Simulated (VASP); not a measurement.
Crystal: CsSnBr3.

```
CELL_PARAMETERS angstrom
5.89529 0.00000 0.00000
0.00000 5.89529 0.00000
0.00000 0.00000 5.89529
ATOMIC_POSITIONS crystal
Cs 0.00000 0.00000 0.00000
Sn 0.50000 0.50000 0.50000
Br 0.50000 0.00000 0.50000
Br 0.50000 0.50000 0.00000
Br 0.00000 0.50000 0.50000
```

Base run:

| Quantity | Value |
| --- | --- |
| Program | VASP 6.6.1 |
| Functional | PBE |
| Potentials or basis | VASP PAW PBE potentials, release 64 (Cs_sv, Sn_d, Br) |
| Cutoff | 500 eV |
| k mesh | 6 × 6 × 6 |
| Occupations | gaussian, width 0.02 eV |
| Spin | no spin polarisation |

Its results: band gap on the k mesh 0.65 eV; pressure 0.0 GPa.

Question: The run is repeated on the same cell with these changes: functional from PBE to r2SCAN; cutoff from 500 eV to 550 eV. What comes out?

Answer: Band gap on the k mesh 0.84 eV; pressure -0.7 GPa.

Caveats: spin-orbit coupling is left out, which moves the levels of the heavy elements; semilocal functionals underestimate gaps, and a narrow one can read as zero (at least some runs); the PAW data sets were made with another functional, which shifts forces and pressure a little (at least some runs).

A k mesh can miss the band edges.
